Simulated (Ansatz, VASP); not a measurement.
Bi2Se3: VASP beside Ansatz

Contents of INCAR:

```
SYSTEM = Bi2Se3
  PREC = Accurate
  ENCUT = 520
  EDIFF = 1E-6
  ISMEAR = -1
  SIGMA = 0.05
  LREAL = .FALSE.
  LASPH = .TRUE.
  NELM = 80
  ALGO = Normal
  ISIF = 2
  LWAVE = .FALSE.
  LCHARG = .FALSE.
  GGA = CA
  NBANDS = 32
```

KPOINTS

```
Automatic mesh
0
G
  8 8 8
  0 0 0
```

Contents of POSCAR:

```
Bi2Se3
1.0
    2.0987597050      1.2117194806      9.6709442292
   -2.0987597050      1.2117194806      9.6709442292
    0.0000000000     -2.4234389614      9.6709442292
Bi Se
2 3
Direct
    0.5992000000      0.5992000000      0.5992000000
    0.4008000000      0.4008000000      0.4008000000
    0.7883000000      0.7883000000      0.7883000000
    0.2117000000      0.2117000000      0.2117000000
    0.0000000000      0.0000000000      0.0000000000
```

Contents of input.yaml:

```yaml
crystal:
  lattice:
    - [2.098759705, 1.2117194806, 9.6709442292]
    - [-2.098759705, 1.2117194806, 9.6709442292]
    - [0.0, -2.4234389614, 9.6709442292]
  atoms:
    - { symbol: Bi, position: [0.5992, 0.5992, 0.5992] }
    - { symbol: Bi, position: [0.4008, 0.4008, 0.4008] }
    - { symbol: Se, position: [0.7883, 0.7883, 0.7883] }
    - { symbol: Se, position: [0.2117, 0.2117, 0.2117] }
    - { symbol: Se, position: [0.0, 0.0, 0.0] }
kpoints:
  mp_grid: { grid: [8, 8, 8] }
scf:
  occupations: { method: fermi_dirac, width: 0.05 }
hamiltonian:
  xc: lda
  pseudopotentials: { kind: all_electron, lapw: { basis_error: 0.002 } }
output:
  forces: true
  stress: true
  eigenvalues: true
```

Change from the starting cell: volume scaled by 1.04.

Alike in both runs: task single point; functional LDA; k mesh 8 × 8 × 8; occupations fermi-dirac, width 0.05 eV; no spin polarisation.

```csv
,VASP,Ansatz
version,VASP 6.6.1,Ansatz 0.2.0
potentials or method,"VASP PAW LDA potentials, release 64 (Bi_d, Se), cutoff 520 eV","all-electron LAPW, scalar-relativistic"
```

|  | VASP | Ansatz | Ansatz less VASP |
| --- | --- | --- | --- |
| gap on the k mesh at the Fermi level (eV) | 0.12 | 0.12 | +0.006 |
| least direct gap on the mesh (eV) | 0.12 | 0.12 | +0.006 |
| pressure (GPa) | -3.8 | -3.9 | -0.11 |
| rms of the force components (eV/Å) | 0.097 | 0.106 | +0.0094 |

LDA's correlation is that of Perdew and Zunger in VASP and of Perdew and Wang (1992) in Ansatz. Atom by atom the forces differ by 0.011 eV/Å (rms over components). Ansatz ran all-electron here, and VASP with PAW potentials.

Neither program's run includes spin-orbit coupling.
